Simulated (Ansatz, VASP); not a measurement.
## InSb: VASP beside Ansatz

```xyz
2
Lattice="0.0000 3.2139 3.2139 3.2139 0.0000 3.2139 3.2139 3.2139 0.0000" Properties=species:S:1:pos:R:3 pbc="T T T"
In    0.0000    0.0000    0.0000
Sb    1.6070    1.6070    1.6070
```

Change from the starting cell: hydrostatic strain -2.0%.

Alike in both runs: task single point; functional r2SCAN; k mesh 6 × 6 × 6; occupations fermi-dirac, width 0.02 eV; no spin polarisation.

|  | VASP | Ansatz |
| --- | --- | --- |
| version | VASP 6.6.1 | Ansatz 0.2.0 |
| potentials or method | VASP PAW PBE potentials, release 64 (In_d, Sb) | plane waves, PAW |
| plane-wave cutoff (eV) | 520 | 500 |
| valence electrons in the cell | 18 | 28 |

|  | VASP | Ansatz | Ansatz less VASP |
| --- | --- | --- | --- |
| pressure (GPa) | 3.0 | 3.0 | -0.01 |

VASP's potentials were made for PBE, not for r2SCAN. With one functional, cell and mesh, what is left measures potentials, basis and numerics. VASP's potentials hold 18 valence electrons a cell and Ansatz's 28, so a difference there can come from the potentials and not from the codes.

Neither program's run includes spin-orbit coupling.
